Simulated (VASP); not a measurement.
InAs, 2 atoms in the cell. It takes space group F-43m (No. 216, cubic). The conventional cell has a = 6.108 Å, b = 6.108 Å, c = 6.108 Å, α = 90.00°, β = 90.00°, γ = 90.00°. In (site symmetry -43m) has 4 As at 2.64 Å within 3.5 Å. Within 3.5 Å of As (site symmetry -43m) lie 4 In at 2.64 Å.  This cell differs from its parent crystal: volume scaled by 1.04.

| Item | Value |
| --- | --- |
| Program | VASP 6.6.1 |
| Task | single point |
| Functional | LDA |
| Potentials or basis | VASP PAW LDA potentials, release 64 (In_d, As) |
| Cutoff | 520 eV |
| k mesh | 6 × 6 × 6 |
| Occupations | gaussian, width 0.05 eV |
| Spin | no spin polarisation |
| Dipole correction | no |
| Further INCAR settings | ALGO = Normal; EDIFF = 1e-07; NBANDS = 16 |

Potentials or basis: VASP PAW LDA potentials, release 64 (In_d, As).

Run with:

```console
$ cat potpaw_LDA.64/In_d/POTCAR potpaw_LDA.64/As/POTCAR > POTCAR
$ mpirun -np 1 vasp_std > vasp.out
```

Hardware: 1 thread of Intel Xeon 6975P-C, with other jobs on the host.

Q: Estimate the wall time of this run.

A: Run time: 5.3 s on 1 thread of Intel Xeon 6975P-C, with other jobs on the host, peak memory 0.16 GiB. Counts: scf iterations 13, k points 16.
